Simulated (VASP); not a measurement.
Input of a VASP 6.6.1 run:

The input INCAR:

```
PREC = Accurate
ENCUT = 520
EDIFF = 1E-8
ISMEAR = 0
SIGMA = 0.1
LREAL = False
LASPH = True
NELM = 120
ALGO = Normal
ISIF = 2
LWAVE = False
LCHARG = False
GGA = PS
LEFG = True
NBANDS = 18
GGA_COMPAT = False
```

File KPOINTS:

```
regular mesh
0
Gamma
  3 3 2
```

The input POSCAR:

```
Cu
1.0
    2.5340966698      0.0000000000      0.0000000000
   -1.2670483349      2.1945920917      0.0000000000
    0.0000000000      0.0000000000      4.1125710000
Cu
2
Direct
    0.3333333333      0.6666666667      0.2500000000
    0.6666666667      0.3333333333      0.7500000000
```

Potentials or basis: VASP PAW PBE potentials, release 64 (Cu).

Launch:

```console
$ cat potpaw_PBE.64/Cu/POTCAR > POTCAR
$ mpirun -np 1 vasp_std > vasp.out
```

Question: Predict the band gap on the k mesh.

Answer: Zero (band 11 reaches 11.87 eV, above the bottom of band 12 at 5.78 eV).

Question: Predict the pressure.

Answer: -1.6 GPa.

Stress tensor (GPa, compression positive):
```
-1.93  0.00  0.00
 0.00 -1.93  0.00
 0.00  0.00 -0.94
```

Caveat: the k points lie up to 0.95 Å⁻¹ apart; without QUAD_EFG the Cq values of the log hold for a quadrupole moment of 1 mb, not for the nuclei; the PAW data sets were made with another functional, which shifts forces and pressure a little.
